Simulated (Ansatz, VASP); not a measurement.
# Fe: VASP beside Ansatz

```
CELL_PARAMETERS angstrom
3.41056 0.00000 0.00000
0.00000 3.41056 0.00000
0.00000 0.00000 3.41056
ATOMIC_POSITIONS crystal
Fe 0.00000 0.00000 0.50000
Fe 0.00000 0.50000 0.00000
Fe 0.50000 0.00000 0.00000
```

Alike in both runs: functional PBE; k mesh 14 × 14 × 14; occupations gaussian, width 0.1 eV; collinear spin.

Ansatz relaxed the structure, and its values are those at the end. VASP's run is a single point on that final structure, the one shown.

```csv
,VASP,Ansatz
version,VASP 6.6.1,Ansatz 0.2.0
potentials or method,"VASP PAW PBE potentials, release 64 (Fe), cutoff 520 eV","scalar-relativistic, plane waves, PAW"
valence electrons in the cell,24,48
```

|  | VASP | Ansatz | Ansatz less VASP |
| --- | --- | --- | --- |
| gap on the k mesh at the Fermi level (eV) | none | none | - |
| pressure (GPa) | -0.2 | 0.0 | +0.24 |
| net moment per atom (μB) | 1.98 | 1.97 | -0.012 |
| size of the moment on the site where the two differ most (μB) | 1.96 | 1.96 | -0.003 |

Site moments also hang on the region over which each program counts them. A gap of «none» marks a metal or a gap that the smearing closes. The functional is the same, so the differences come from potentials, cutoffs and numerics. VASP's potentials hold 24 valence electrons a cell and Ansatz's 48, so a difference there can come from the potentials and not from the codes.
